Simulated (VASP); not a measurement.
# HfO2 (Fm-3m) in VASP: a series of runs

Runs on HfO2. Level: PBEsol. Tasks: relaxation of cell and atoms, single point.

All numbers are computed with VASP 6.6.1; they aren't measurements. Logs are shortened: lines on timing, memory, paths and dates and some standing lists are left out, and cuts for length are marked.

### 1 The cell of the first run

It takes space group Fm-3m (No. 225, cubic). Conventional cell: a = 5.044 Å, b = 5.044 Å, c = 5.044 Å, α = 90.00°, β = 90.00°, γ = 90.00°. Hf (site symmetry m-3m) has 8 O at 2.18 Å within 2.9 Å. O (site symmetry -43m) has 4 Hf at 2.18 Å and 6 O at 2.52 Å within 2.9 Å.

### 2 Relaxation of cell and atoms, PBEsol, target pressure 1 GPa, at which the enthalpy is minimised

Input file INCAR:

```
ALGO = Normal ; EDIFF = 1E-6
EDIFFG = -0.001 ; ENCUT = 600
GGA = PS ; IBRION = 2
ISIF = 3 ; ISMEAR = 0
LASPH = True ; LCHARG = False
LREAL = False ; LWAVE = False
NELM = 80 ; NSW = 80
PREC = Accurate ; PSTRESS = 10.0
SIGMA = 0.01
```

Input file KPOINTS:

```
k-points
0
Gamma
  8 8 8
```

Input file POSCAR:

```
HfO2
1.0
    0.0000000000      2.5218796372      2.5218796372
    2.5218796372      0.0000000000      2.5218796372
    2.5218796372      2.5218796372      0.0000000000
Hf O
1 2
Direct
    0.0000000000      0.0000000000      0.0000000000
    0.2500000000      0.2500000000      0.2500000000
    0.7500000000      0.7500000000      0.7500000000
```

Potentials or basis: VASP PAW PBE potentials, release 64 (Hf_pv, O).

The run is started by

```
$ cat potpaw_PBE.64/Hf_pv/POTCAR potpaw_PBE.64/O/POTCAR > POTCAR
$ mpirun -np 1 vasp_std > vasp.out
```

OUTCAR:

```text
EDIFF = 1E-6
   EDIFFG = -0.001
   ENCUT = 600
   GGA = PS
   IBRION = 2
   ISIF = 3
   ISMEAR = 0
   LASPH = True
   LREAL = False
   NELM = 80
   NSW = 80
   PREC = Accurate
   PSTRESS = 10.0

 ion  position               nearest neighbor table
   1  0.000  0.000  0.000-   2 2.18   3 2.18   3 2.18   3 2.18   3 2.18   2 2.18   2 2.18   2 2.18

   2  0.250  0.250  0.250-   1 2.18   1 2.18   1 2.18   1 2.18
   3  0.750  0.750  0.750-   1 2.18   1 2.18   1 2.18   1 2.18

  LATTYP: Found a face centered cubic cell.
 ALAT       =     5.0437592744

  Lattice vectors:

 A1 = (   0.0000000000,   2.5218796372,   2.5218796372)
 A2 = (   2.5218796372,   0.0000000000,   2.5218796372)
 A3 = (   2.5218796372,   2.5218796372,   0.0000000000)

Analysis of symmetry for initial positions (statically):
=====================================================================
 Subroutine PRICEL returns:
 Original cell was already a primitive cell.

 Routine SETGRP: Setting up the symmetry group for a
 face centered cubic supercell.

 Subroutine GETGRP returns: Found 48 space group operations
 (whereof 48 operations were pure point group operations)
 out of a pool of 48 trial point group operations.

The static configuration has the point symmetry O_h .

Analysis of symmetry for dynamics (positions and initial velocities):
=====================================================================
 Subroutine PRICEL returns:
 Original cell was already a primitive cell.

 Routine SETGRP: Setting up the symmetry group for a
 face centered cubic supercell.

 Subroutine GETGRP returns: Found 48 space group operations
 (whereof 48 operations were pure point group operations)
 out of a pool of 48 trial point group operations.

The dynamic configuration has the point symmetry O_h .

 Subroutine INISYM returns: Found 48 space group operations
 (whereof 48 operations are pure point group operations),
 and found     1 'primitive' translations

----------------------------------------------------------------------------------------

                                     Primitive cell

  volume of cell :      32.0777

  direct lattice vectors                    reciprocal lattice vectors
     0.000000000  2.521879637  2.521879637    -0.198264815  0.198264815  0.198264815
     2.521879637  0.000000000  2.521879637     0.198264815 -0.198264815  0.198264815
     2.521879637  2.521879637  0.000000000     0.198264815  0.198264815 -0.198264815

  length of vectors
     3.566476386  3.566476386  3.566476386     0.343404733  0.343404733  0.343404733

  position of ions in fractional coordinates (direct lattice)
     0.000000000  0.000000000  0.000000000
     0.250000000  0.250000000  0.250000000
     0.750000000  0.750000000  0.750000000

  ion indices of the primitive-cell ions
   primitive index   ion index
                 1           1
                 2           2
                 3           3

----------------------------------------------------------------------------------------

 KPOINTS: k-points

Automatic generation of k-mesh.
 Grid dimensions read from file:
 generate k-points for:    8    8    8

 Generating k-lattice:

  Cartesian coordinates                     Fractional coordinates (reciprocal lattice)
    -0.024783102  0.024783102  0.024783102     0.125000000  0.000000000  0.000000000
     0.024783102 -0.024783102  0.024783102     0.000000000  0.125000000  0.000000000
     0.024783102  0.024783102 -0.024783102     0.000000000  0.000000000  0.125000000

  Length of vectors
     0.042925592  0.042925592  0.042925592

  Shift w.r.t. Gamma in fractional coordinates (k-lattice)
     0.000000000  0.000000000  0.000000000

 Subroutine IBZKPT returns following result:
 ===========================================

 Found     29 irreducible k-points:

 Following reciprocal coordinates:
            Coordinates               Weight
  0.000000  0.000000  0.000000      1.000000
  0.125000  0.000000  0.000000      8.000000
  0.250000  0.000000  0.000000      8.000000
  0.375000  0.000000  0.000000      8.000000
  0.500000  0.000000  0.000000      4.000000
  0.125000  0.125000  0.000000      6.000000
[... 16 lines left out ...]
  0.500000  0.250000  0.125000     48.000000
 -0.375000  0.250000  0.125000     24.000000
 [... further k-points ...]
   k-points           NKPTS =     29   k-points in BZ     NKDIM =     29   number of bands    NBANDS=     15
   number of dos      NEDOS =    301   number of ions     NIONS =      3
   total plane-waves  NPLWV =  21952
   dimension x,y,z NGX =    28 NGY =   28 NGZ =   28
   dimension x,y,z NGXF=    56 NGYF=   56 NGZF=   56
   ions per type =               1   2
   NGX,Y,Z   is equivalent  to a cutoff of  13.05, 13.05, 13.05 a.u.
   NGXF,Y,Z  is equivalent  to a cutoff of  26.10, 26.10, 26.10 a.u.
 SYSTEM =  unknown system
   PREC   = accura    normal or accurate (medium, high low for compatibility)
   ISTART =      0    job   : 0-new  1-cont  2-samecut
   ICHARG =      2    charge: 1-file 2-atom 10-const
   ISPIN  =      1    spin polarized calculation?
   LNONCOLLINEAR =      F non collinear calculations
   LSORBIT =      F    spin-orbit coupling
   LASPH  =      T    aspherical Exc in radial PAW
   ENCUT  =  600.0 eV  44.10 Ry    6.64 a.u.   7.12  7.12  7.12*2*pi/ulx,y,z
   NELM   =     80;   NELMIN=  2; NELMDL= -5     # of ELM steps
   EDIFF  = 0.1E-05   stopping-criterion for ELM
   LREAL  =      F    real-space projection
   EDIFFG = -.1E-02   stopping-criterion for IOM
   NSW    =     80    number of steps for IOM
   IBRION =      2    ionic relax: 0-MD 1-quasi-New 2-CG
   NFREE  =      1    steps in history (QN), initial steepest desc. (CG)
   ISIF   =      3    stress and relaxation
   ISYM   =      2    0-nonsym 1-usesym 2-fastsym
   POTIM  = 0.5000    time-step for ionic-motion
   TEBEG  =    0.0;   TEEND  =   0.0 temperature during run
   PSTRESS=   10.0 pullay stress
   NELECT =      22.0000    total number of electrons
   NUPDOWN=      -1.0000    fix difference up-down
   EMIN   =  10.00;   EMAX   =-10.00  energy-range for DOS
   EFERMI =   0.00;   METHOD = LEGACY
   ISMEAR =     0;   SIGMA  =   0.01  broadening in eV -4-tet -1-fermi 0-gaus
   EFERMI_NEDOS =   21; number of points for ismear=-14 and -15
   IALGO  =     38    algorithm
   IMIX   =      4    mixing-type and parameters
     AMIX     =   0.40;   BMIX     =  1.00
     AMIX_MAG =   1.60;   BMIX_MAG =  1.00
  volume/ion in A,a.u.               =      10.69        72.16
  Fermi-wavevector in a.u.,A,eV,Ry     =   1.443715  2.728225 28.358787  2.084312
  Thomas-Fermi vector in A             =   2.562091
   LORBIT       =      0    0 simple, 1 ext, 2 COOP (PROOUT), +10 PAW based schemes
   GGA     = PS    functional components
   LHFCALC =     F    Hartree Fock is set to
   AEXX    =    0.0000 exact exchange contribution
   IVDW    =     0    specifies the selected vdW correction
   LEPSILON=     F    determine dielectric tensor
   LRPA    =     F    only Hartree local field effects (RPA)
 conjugate gradient relaxation of ions
 non-spin polarized calculation
 Gauss-broadening in eV      SIGMA  =   0.01
  energy-cutoff  :      600.00
  volume of cell :       32.08
 maximum number of plane-waves:      1090
   NGX = 15   NGY = 15   NGZ = 15

--------------------------------------- Ionic step        1  -------------------------------------------

 number of electron      21.9999993 magnetization

 Free energy of the ion-electron system (eV)
  ---------------------------------------------------
  ext. energy  EPLUGINS =         0.00000000
  ---------------------------------------------------
  free energy    TOTEN  =       -31.63718785 eV

  energy without entropy =      -31.63718785  energy(sigma->0) =      -31.63718785

------------------------ aborting loop because EDIFF is reached ----------------------------------------

  FORCE on cell =-STRESS in cart. coord.  units (eV):
  Direction    XX          YY          ZZ          XY          YZ          ZX
  --------------------------------------------------------------------------------------
  -------------------------------------------------------------------------------------
  Total       -0.7850019     -0.7850019     -0.7850019      0.0000000      0.0000000      0.0000000
  in kB      -39.2083197    -39.2083197    -39.2083197      0.0000000      0.0000000      0.0000000
  external PRESSURE =     -49.2083197 kB  Pullay stress =      10.0000000 kB
[... 96 lines left out ...]
  FREE ENERGIE OF THE ION-ELECTRON SYSTEM (eV)
  ---------------------------------------------------
  free  energy   TOTEN  =       -31.6427707553 eV

  energy  without entropy=      -31.6427707553  energy(sigma->0) =      -31.64277076

  enthalpy is  TOTEN    =       -31.4462188336 eV   P V=        0.1965519217

[... ionic steps 4 to 11 ...]

--------------------------------------- Ionic step       12  -------------------------------------------

 number of electron      21.9999998 magnetization

------------------------ aborting loop because EDIFF is reached ----------------------------------------

  FORCE on cell =-STRESS in cart. coord.  units (eV):
  Direction    XX          YY          ZZ          XY          YZ          ZX
  --------------------------------------------------------------------------------------
  -------------------------------------------------------------------------------------
  Total        0.1787634      0.1787634      0.1787634     -0.0000000      0.0000000     -0.0000000
  in kB        9.0939406      9.0939406      9.0939406     -0.0000000      0.0000000     -0.0000000
  external PRESSURE =      -0.9060594 kB  Pullay stress =      10.0000000 kB
[... 63 lines left out ...]
  enthalpy is  TOTEN    =       -31.4462185438 eV   P V=        0.1965473983

--------------------------------------- Ionic step       14  -------------------------------------------

 number of electron      21.9999998 magnetization

 Free energy of the ion-electron system (eV)
  ---------------------------------------------------
  ext. energy  EPLUGINS =         0.00000000
  ---------------------------------------------------
  free energy    TOTEN  =       -31.64271221 eV

  energy without entropy =      -31.64271221  energy(sigma->0) =      -31.64271221

 E-fermi :   4.4778     XC(G=0): -12.2888

 val. band max:        4.4278456884   @ k =   0.5000   0.5000   0.0000
 cond. band min:       8.1884374439   @ k =   0.5000   0.5000   0.0000
 fundamental gap:      3.7605917555
 Fermi energy:         4.4777591986

 k-point     1 :       0.0000    0.0000    0.0000
  band No.  band energies     occupation
      1     -25.0417      2.00000
      2     -25.0417      2.00000
      3     -25.0417      2.00000
      4     -14.4785      2.00000
      5     -11.2025      2.00000
      6      -1.1895      2.00000
      7      -1.1895      2.00000
      8      -1.1895      2.00000
      9       3.7945      2.00000
     10       3.7945      2.00000
     11       3.7945      2.00000
     12       8.2860      0.00000
     13       8.2860      0.00000
     14      10.3485      0.00000
     15      15.2853      0.00000
[... 397 lines left out ...]
 k-point    24 :      -0.3750    0.2500    0.1250
  band No.  band energies     occupation
      1     -25.4882      2.00000
      2     -25.2501      2.00000
      3     -25.1339      2.00000
      4     -12.7585      2.00000
      5     -12.1222      2.00000
      6      -0.6446      2.00000
      7      -0.2385      2.00000
      8       0.7340      2.00000
      9       2.1217      2.00000
     10       3.0076      2.00000
     11       3.1379      2.00000
     12       9.0548      0.00000
     13       9.5061      0.00000
     14      11.7073      0.00000
     15      12.7819      0.00000

 [... further k-points ...]

------------------------ aborting loop because EDIFF is reached ----------------------------------------

  FORCE on cell =-STRESS in cart. coord.  units (eV):
  Direction    XX          YY          ZZ          XY          YZ          ZX
  --------------------------------------------------------------------------------------
  -------------------------------------------------------------------------------------
  Total        0.1959712      0.1959712      0.1959712      0.0000000      0.0000000      0.0000000
  in kB        9.9733997      9.9733997      9.9733997      0.0000000      0.0000000      0.0000000
  external PRESSURE =      -0.0266003 kB  Pullay stress =      10.0000000 kB
[... 18 lines left out ...]
  FREE ENERGIE OF THE ION-ELECTRON SYSTEM (eV)
  ---------------------------------------------------
  free  energy   TOTEN  =       -31.6427122083 eV

  energy  without entropy=      -31.6427122083  energy(sigma->0) =      -31.64271221

  enthalpy is  TOTEN    =       -31.4462183160 eV   P V=        0.1964938923

 reached required accuracy - stopping structural energy minimisation
```

Wall time 41 s (1 thread of Intel Xeon 6975P-C (Granite Rapids), shared host); peak memory 0.17 GiB.

What came out:

* Free energy: -31.6427 eV
* Relaxed volume: 10.49 Å³/atom
* Relaxed cell: a = 3.544 Å, b = 3.544 Å, c = 3.544 Å, α = 60.00°, β = 60.00°, γ = 60.00°
* Space group after relaxing (to 0.05 Å): Fm-3m (No. 225)
* Energy change on relaxing (the enthalpy is what falls): -1.8 meV/atom
* Ionic steps: 14
* Pressure after relaxing: 1.0 GPa
* Band gap on the k mesh: 3.76 eV, direct

Step by step:
```
step  energy change (eV)  largest force (eV/Å)  pressure (GPa)  volume (Å³)
   1              0.0000                0.0000           -3.92        32.08
   2              0.0240                0.0000            9.62        30.58
   3             -0.0056                0.0000            1.03        31.49
   4             -0.0056                0.0000            0.86        31.50
   5             -0.0056                0.0000            0.86        31.50
   6             -0.0056                0.0000            0.87        31.50
   7             -0.0056                0.0000            0.89        31.50
   8             -0.0056                0.0000            0.90        31.50
   9             -0.0056                0.0000            0.90        31.50
  10             -0.0056                0.0000            0.90        31.50
  11             -0.0056                0.0000            0.90        31.50
  12             -0.0056                0.0000            0.91        31.49
  13             -0.0056                0.0000            0.95        31.49
  14             -0.0055                0.0000            1.00        31.48
```

Final structure:
```
CELL_PARAMETERS angstrom
0.00000 2.50617 2.50617
2.50617 0.00000 2.50617
2.50617 2.50617 0.00000
ATOMIC_POSITIONS crystal
Hf 0.00000 0.00000 0.00000
O 0.25000 0.25000 0.25000
O 0.75000 0.75000 0.75000
```

Levels at points of the mesh, in eV from the valence-band top:
```
           k point  band 8  band 9  band 10  band 11  band 12  band 13  band 14  band 15
(0.00, 0.00, 0.00)   -5.62   -0.63    -0.63    -0.63     3.86     3.86     5.92    10.86
(0.50, 0.00, 0.00)   -3.14   -2.85    -1.89    -1.89     4.65     4.65     7.28     8.95
(0.50, 0.50, 0.00)   -3.58   -1.61    -1.61     0.00     3.76     5.61     6.92     8.44
```

Caveat: the cell is relaxed towards a set pressure, so the enthalpy falls and the energy may rise; the PAW data sets were made with another functional, which shifts forces and pressure a little; spin-orbit coupling is left out, which moves the levels of the heavy elements. A k mesh can miss the band edges.

### 3 Single point, PBEsol

Input file INCAR:

```
  PREC = Accurate
  ENCUT = 520
  EDIFF = 1E-6
  ISMEAR = 0
  SIGMA = 0.02
  LREAL = F
  LASPH = T
  NELM = 60
  ALGO = Normal
  ISIF = 2
  LWAVE = F
  LCHARG = F
  GGA = PS
  NBANDS = 18
```

Input file KPOINTS:

```
regular mesh
0
Gamma
  8 8 8
```

Input file POSCAR:

```
HfO2
1.0
    0.0000000000      2.5219532047      2.5219532047
    2.5219532047      0.0000000000      2.5219532047
    2.5219532047      2.5219532047      0.0000000000
Hf O
1 2
Direct
    0.0000000000      0.0000000000      0.0000000000
    0.2500000000      0.2500000000      0.2500000000
    0.7500000000      0.7500000000      0.7500000000
```

Potentials or basis: VASP PAW PBE potentials, release 64 (Hf_pv, O).

The run is started by

```
$ cat potpaw_PBE.64/Hf_pv/POTCAR potpaw_PBE.64/O/POTCAR > POTCAR
$ mpirun -np 1 vasp_std > vasp.out
```

It took 44 s on 1 thread of AMD EPYC 7R13, shared host; peak memory 0.13 GiB.

Results (log left out):

```yaml
Free_energy: -31.6324 eV
Pressure: -3.7 GPa
Band_gap_on_the_k_mesh: 3.71 eV, direct
```

Levels at points of the mesh, in eV from the valence-band top:
```tsv
k point	band 7	band 8	band 9	band 10	band 11	band 12	band 13	band 14	band 15	band 16
(0.00, 0.00, 0.00)	-5.50	-5.50	-0.62	-0.62	-0.62	3.82	3.82	5.77	10.61	10.61
(0.50, 0.00, 0.00)	-4.44	-3.11	-2.81	-1.87	-1.87	4.58	4.58	7.10	8.89	9.53
(0.50, 0.50, 0.00)	-3.54	-3.54	-1.57	-1.57	0.00	3.71	5.51	6.74	8.27	8.27
```

Caveat: the PAW data sets were made with another functional, which shifts forces and pressure a little; spin-orbit coupling is left out, which moves the levels of the heavy elements. A k mesh can miss the band edges.
